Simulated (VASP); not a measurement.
# C (Fd-3m) in VASP: notebook

The runs below take C through single point, relaxation of cell and atoms, with PBEsol.

Everything below comes from runs of VASP 6.6.1. Logs are shortened: lines on timing, memory, paths and dates and some standing lists are left out, and cuts for length are marked.

## (1) The cell of the first run

The structure is cubic, space group Fd-3m (No. 227). Conventional cell: a = 3.554 Å, b = 3.554 Å, c = 3.554 Å, α = 90.00°, β = 90.00°, γ = 90.00°. Within 2.1 Å of C (site symmetry -43m) lie 4 C at 1.54 Å.

## (2) Single point, PBEsol

File INCAR:

```
SYSTEM = C
  PREC = Accurate
  ENCUT = 600
  EDIFF = 1E-6
  ISMEAR = 0
  SIGMA = 0.02
  LREAL = .False.
  LASPH = .True.
  NELM = 120
  ALGO = Normal
  ISIF = 2
  LWAVE = .False.
  LCHARG = .False.
  GGA = PS
  NBANDS = 11
  GGA_COMPAT = .False.
```

File KPOINTS:

```
regular mesh
0
Gamma
  12 12 12
  0 0 0
```

File POSCAR:

```
C
1.0
    0.0000000000      1.7769058264      1.7769058264
    1.7769058264      0.0000000000      1.7769058264
    1.7769058264      1.7769058264      0.0000000000
C
2
Direct
    0.0000000000      0.0000000000      0.0000000000
    0.2500000000      0.2500000000      0.2500000000
```

Potentials or basis: VASP PAW PBE potentials, release 64 (C).

Command:

```
cat potpaw_PBE.64/C/POTCAR > POTCAR
mpirun -np 1 vasp_std > vasp.out
```

OUTCAR:

```text
SYSTEM = C
   PREC = Accurate
   ENCUT = 600
   EDIFF = 1E-6
   ISMEAR = 0
   LREAL = .False.
   LASPH = .True.
   NELM = 120
   ISIF = 2
   GGA = PS

 ion  position               nearest neighbor table
   1  0.000  0.000  0.000-   2 1.54   2 1.54   2 1.54   2 1.54
   2  0.250  0.250  0.250-   1 1.54   1 1.54   1 1.54   1 1.54

  LATTYP: Found a face centered cubic cell.
 ALAT       =     3.5538116528

  Lattice vectors:

 A1 = (   0.0000000000,   1.7769058264,   1.7769058264)
 A2 = (   1.7769058264,   0.0000000000,   1.7769058264)
 A3 = (   1.7769058264,   1.7769058264,   0.0000000000)

Analysis of symmetry for initial positions (statically):
=====================================================================
 Subroutine PRICEL returns:
 Original cell was already a primitive cell.

 Routine SETGRP: Setting up the symmetry group for a
 face centered cubic supercell.

 Subroutine GETGRP returns: Found 48 space group operations
 (whereof 24 operations were pure point group operations)
 out of a pool of 48 trial point group operations.

The static configuration has the point symmetry T_d .
 The point group associated with its full space group is O_h .

Analysis of symmetry for dynamics (positions and initial velocities):
=====================================================================
 Subroutine PRICEL returns:
 Original cell was already a primitive cell.

 Routine SETGRP: Setting up the symmetry group for a
 face centered cubic supercell.

 Subroutine GETGRP returns: Found 48 space group operations
 (whereof 24 operations were pure point group operations)
 out of a pool of 48 trial point group operations.

The dynamic configuration has the point symmetry T_d .
 The point group associated with its full space group is O_h .

 Subroutine INISYM returns: Found 48 space group operations
 (whereof 24 operations are pure point group operations),
 and found     1 'primitive' translations

----------------------------------------------------------------------------------------

                                     Primitive cell

  volume of cell :      11.2208

  direct lattice vectors                    reciprocal lattice vectors
     0.000000000  1.776905826  1.776905826    -0.281388013  0.281388013  0.281388013
     1.776905826  0.000000000  1.776905826     0.281388013 -0.281388013  0.281388013
     1.776905826  1.776905826  0.000000000     0.281388013  0.281388013 -0.281388013

  length of vectors
     2.512924319  2.512924319  2.512924319     0.487378335  0.487378335  0.487378335

  position of ions in fractional coordinates (direct lattice)
     0.000000000  0.000000000  0.000000000
     0.250000000  0.250000000  0.250000000

  ion indices of the primitive-cell ions
   primitive index   ion index
                 1           1
                 2           2

----------------------------------------------------------------------------------------

 KPOINTS: regular mesh

Automatic generation of k-mesh.
 Grid dimensions read from file:
 generate k-points for:   12   12   12

 Generating k-lattice:

  Cartesian coordinates                     Fractional coordinates (reciprocal lattice)
    -0.023449001  0.023449001  0.023449001     0.083333333  0.000000000  0.000000000
     0.023449001 -0.023449001  0.023449001     0.000000000  0.083333333  0.000000000
     0.023449001  0.023449001 -0.023449001     0.000000000  0.000000000  0.083333333

  Length of vectors
     0.040614861  0.040614861  0.040614861

  Shift w.r.t. Gamma in fractional coordinates (k-lattice)
     0.000000000  0.000000000  0.000000000

 Subroutine IBZKPT returns following result:
 ===========================================

 Found     72 irreducible k-points:

 Following reciprocal coordinates:
            Coordinates               Weight
  0.000000  0.000000  0.000000      1.000000
  0.083333  0.000000  0.000000      8.000000
  0.166667  0.000000  0.000000      8.000000
  0.250000  0.000000  0.000000      8.000000
  0.333333  0.000000  0.000000      8.000000
  0.416667  0.000000  0.000000      8.000000
[... 16 lines left out ...]
  0.500000  0.166667  0.000000     24.000000
 -0.416667  0.166667  0.000000     24.000000
 [... further k-points ...]
   k-points           NKPTS =     72   k-points in BZ     NKDIM =     72   number of bands    NBANDS=     11
   number of dos      NEDOS =    301   number of ions     NIONS =      2
   total plane-waves  NPLWV =   8000
   dimension x,y,z NGX =    20 NGY =   20 NGZ =   20
   dimension x,y,z NGXF=    40 NGYF=   40 NGZF=   40
   ions per type =               2
   NGX,Y,Z   is equivalent  to a cutoff of  13.23, 13.23, 13.23 a.u.
   NGXF,Y,Z  is equivalent  to a cutoff of  26.46, 26.46, 26.46 a.u.
 SYSTEM =  C
   PREC   = accura    normal or accurate (medium, high low for compatibility)
   ISTART =      0    job   : 0-new  1-cont  2-samecut
   ICHARG =      2    charge: 1-file 2-atom 10-const
   ISPIN  =      1    spin polarized calculation?
   LNONCOLLINEAR =      F non collinear calculations
   LSORBIT =      F    spin-orbit coupling
   LASPH  =      T    aspherical Exc in radial PAW
   ENCUT  =  600.0 eV  44.10 Ry    6.64 a.u.   5.02  5.02  5.02*2*pi/ulx,y,z
   NELM   =    120;   NELMIN=  2; NELMDL= -5     # of ELM steps
   EDIFF  = 0.1E-05   stopping-criterion for ELM
   LREAL  =      F    real-space projection
   EDIFFG = 0.1E-04   stopping-criterion for IOM
   NSW    =      0    number of steps for IOM
   IBRION =     -1    ionic relax: 0-MD 1-quasi-New 2-CG
   NFREE  =      0    steps in history (QN), initial steepest desc. (CG)
   ISIF   =      2    stress and relaxation
   ISYM   =      2    0-nonsym 1-usesym 2-fastsym
   POTIM  = 0.5000    time-step for ionic-motion
   TEBEG  =    0.0;   TEEND  =   0.0 temperature during run
   PSTRESS=    0.0 pullay stress
   NELECT =       8.0000    total number of electrons
   NUPDOWN=      -1.0000    fix difference up-down
   EMIN   =  10.00;   EMAX   =-10.00  energy-range for DOS
   EFERMI =   0.00;   METHOD = LEGACY
   ISMEAR =     0;   SIGMA  =   0.02  broadening in eV -4-tet -1-fermi 0-gaus
   EFERMI_NEDOS =   21; number of points for ismear=-14 and -15
   IALGO  =     38    algorithm
   IMIX   =      4    mixing-type and parameters
     AMIX     =   0.40;   BMIX     =  1.00
     AMIX_MAG =   1.60;   BMIX_MAG =  1.00
  volume/ion in A,a.u.               =       5.61        37.86
  Fermi-wavevector in a.u.,A,eV,Ry     =   1.462504  2.763732 29.101748  2.138918
  Thomas-Fermi vector in A             =   2.578710
   LORBIT       =      0    0 simple, 1 ext, 2 COOP (PROOUT), +10 PAW based schemes
   GGA     = PS    functional components
   LHFCALC =     F    Hartree Fock is set to
   AEXX    =    0.0000 exact exchange contribution
   IVDW    =     0    specifies the selected vdW correction
   LEPSILON=     F    determine dielectric tensor
   LRPA    =     F    only Hartree local field effects (RPA)
 non-spin polarized calculation
 Gauss-broadening in eV      SIGMA  =   0.02
  energy-cutoff  :      600.00
  volume of cell :       11.22
 maximum number of plane-waves:       388
   NGX =  9   NGY =  9   NGZ =  9

 number of electron       7.9999999 magnetization

 Free energy of the ion-electron system (eV)
  ---------------------------------------------------
  ext. energy  EPLUGINS =         0.00000000
  ---------------------------------------------------
  free energy    TOTEN  =       -19.25424677 eV

  energy without entropy =      -19.25424677  energy(sigma->0) =      -19.25424677

 E-fermi :  10.0297     XC(G=0): -13.4866

 val. band max:        9.8662300126   @ k =   0.0000   0.0000   0.0000
 cond. band min:      13.9272201071   @ k =   0.3333   0.3333   0.0000
 fundamental gap:      4.0609900945
 Fermi energy:        10.0296821354

 k-point     1 :       0.0000    0.0000    0.0000
  band No.  band energies     occupation
      1     -11.8020      2.00000
      2       9.8662      2.00000
      3       9.8662      2.00000
      4       9.8662      2.00000
      5      15.4356      0.00000
      6      15.4356      0.00000
      7      15.4356      0.00000
      8      23.4834      0.00000
      9      28.9655      0.00000
     10      36.4561      0.00000
     11      36.4561      0.00000

 k-point     2 :       0.0833    0.0000    0.0000
  band No.  band energies     occupation
      1     -11.6079      2.00000
      2       8.6204      2.00000
      3       9.5365      2.00000
      4       9.5365      2.00000
      5      15.8666      0.00000
      6      15.8666      0.00000
      7      16.1681      0.00000
      8      23.6293      0.00000
      9      29.2926      0.00000
     10      34.2091      0.00000
     11      34.2091      0.00000

 k-point     3 :       0.1667    0.0000    0.0000
  band No.  band energies     occupation
      1     -11.0274      2.00000
      2       6.0585      2.00000
      3       8.8238      2.00000
      4       8.8238      2.00000
      5      16.7981      0.00000
      6      16.7981      0.00000
      7      17.2903      0.00000
      8      24.0448      0.00000
      9      29.9776      0.00000
     10      32.5893      0.00000
     11      32.5893      0.00000
[... 267 lines left out ...]
 k-point    23 :       0.5000    0.1667    0.0000
  band No.  band energies     occupation
      1      -5.9616      2.00000
      2      -2.3077      2.00000
      3       4.8170      2.00000
      4       5.8343      2.00000
      5      16.8914      0.00000
      6      20.6050      0.00000
      7      21.2133      0.00000
      8      24.1351      0.00000
      9      29.9191      0.00000
     10      33.7421      0.00000
     11      36.4407      0.00000

 k-point    24 :      -0.4167    0.1667    0.0000
  band No.  band energies     occupation
      1      -5.5105      2.00000
      2      -2.8463      2.00000
      3       4.3200      2.00000
      4       6.2209      2.00000
      5      17.3346      0.00000
      6      20.1085      0.00000
      7      21.1856      0.00000
      8      25.3309      0.00000
      9      29.2154      0.00000
     10      34.0044      0.00000
     11      34.4656      0.00000

 [... further k-points ...]

------------------------ aborting loop because EDIFF is reached ----------------------------------------

  FORCE on cell =-STRESS in cart. coord.  units (eV):
  Direction    XX          YY          ZZ          XY          YZ          ZX
  --------------------------------------------------------------------------------------
  -------------------------------------------------------------------------------------
  Total        0.0306659      0.0306659      0.0306659      0.0000000      0.0000000     -0.0000000
  in kB        4.3786800      4.3786800      4.3786800      0.0000000      0.0000000     -0.0000000
  external PRESSURE =       4.3786800 kB  Pullay stress =       0.0000000 kB

 VOLUME and BASIS-vectors are now :
 -----------------------------------------------------------------------------
  energy-cutoff  :      600.00
  volume of cell :       11.22
      direct lattice vectors                 reciprocal lattice vectors
     0.000000000  1.776905826  1.776905826    -0.281388013  0.281388013  0.281388013
     1.776905826  0.000000000  1.776905826     0.281388013 -0.281388013  0.281388013
     1.776905826  1.776905826  0.000000000     0.281388013  0.281388013 -0.281388013

 POSITION                                       TOTAL-FORCE (eV/Angst)
 -----------------------------------------------------------------------------------
      0.00000      0.00000      0.00000         0.000000      0.000000      0.000000
      0.88845      0.88845      0.88845        -0.000000     -0.000000     -0.000000
 -----------------------------------------------------------------------------------
    total drift:                                0.000000      0.000000      0.000000

  FREE ENERGIE OF THE ION-ELECTRON SYSTEM (eV)
  ---------------------------------------------------
  free  energy   TOTEN  =       -19.2542467731 eV

  energy  without entropy=      -19.2542467731  energy(sigma->0) =      -19.25424677
```

It took 3.6 s on 1 thread of Intel Xeon 6975P-C (Granite Rapids), shared host; peak memory 0.12 GiB.

Results:

```
Free energy            : -19.2542 eV
Pressure               : 0.4 GPa
Band gap on the k mesh : 4.06 eV (least direct gap 5.57 eV)
```

Caveat: the PAW data sets were made with another functional, which shifts forces and pressure a little.

## (3) Relaxation of cell and atoms, PBEsol

This run uses another cell than the first one, of 5.67 Å³/atom.

File INCAR:

```
SYSTEM = C
PREC = Accurate
ENCUT = 600
EDIFF = 1E-7
ISMEAR = 0
SIGMA = 0.02
LREAL = .False.
LASPH = .True.
NELM = 120
ALGO = Normal
ISIF = 3
LWAVE = .False.
LCHARG = .False.
GGA = PS
IBRION = 2
NSW = 100
EDIFFG = -0.002
GGA_COMPAT = .False.
NELMIN = 4
```

KPOINTS is that of step 2.

File POSCAR:

```
C
1.0
    0.0000000000      1.7835000000      1.7835000000
    1.7835000000      0.0000000000      1.7835000000
    1.7835000000      1.7835000000      0.0000000000
C
2
Direct
    0.0000000000      0.0000000000      0.0000000000
    0.2500000000      0.2500000000      0.2500000000
```

Potentials or basis: VASP PAW PBE potentials, release 64 (C).

Command:

```
cat potpaw_PBE.64/C/POTCAR > POTCAR
mpirun -np 1 vasp_std > vasp.out
```

Run time: 6.2 s. Hardware: 1 thread of Intel Xeon 6975P-C (Granite Rapids), shared host; peak memory 0.12 GiB.

Results (log left out):

| Quantity | Value |
| --- | --- |
| Free energy | -19.2548 eV |
| Relaxed volume | 5.62 Å³/atom |
| Relaxed cell | a = 2.514 Å, b = 2.514 Å, c = 2.514 Å, α = 60.00°, β = 60.00°, γ = 60.00° |
| Space group after relaxing (to 0.1 Å) | Fd-3m (No. 227) |
| Energy gained by relaxing | 0.8 meV/atom |
| Ionic steps | 3 |
| Pressure after relaxing | 0.0 GPa |
| Band gap on the k mesh | 4.06 eV (least direct gap 5.57 eV) |

Step by step:
| step | energy change (eV) | largest force (eV/Å) | pressure (GPa) | volume (Å³) |
| --- | --- | --- | --- | --- |
| 1 | 0.0000 | 0.0000 | -4.50 | 11.35 |
| 2 | 0.0010 | 0.0000 | 5.95 | 11.09 |
| 3 | -0.0016 | 0.0000 | -0.01 | 11.23 |

Final structure:
```
C
1.0
     0.00000    1.77745    1.77745
     1.77745    0.00000    1.77745
     1.77745    1.77745    0.00000
C
2
Direct
  0.00000 0.00000 0.00000
  0.25000 0.25000 0.25000
```

Levels at points of the mesh, in eV from the valence-band top:
| k point | band 1 | band 2 | band 3 | band 4 | band 5 | band 6 | band 7 | band 8 |
| --- | --- | --- | --- | --- | --- | --- | --- | --- |
| (0.00, 0.00, 0.00) | -21.66 | 0.00 | 0.00 | 0.00 | 5.57 | 5.57 | 5.57 | 13.60 |
| (0.50, 0.00, 0.00) | -15.77 | -13.58 | -2.84 | -2.84 | 8.43 | 8.43 | 8.97 | 15.58 |
| (0.50, 0.50, 0.00) | -12.85 | -12.85 | -6.40 | -6.40 | 4.62 | 4.62 | 16.93 | 16.93 |

Caveat: the PAW data sets were made with another functional, which shifts forces and pressure a little. A k mesh can miss the band edges.
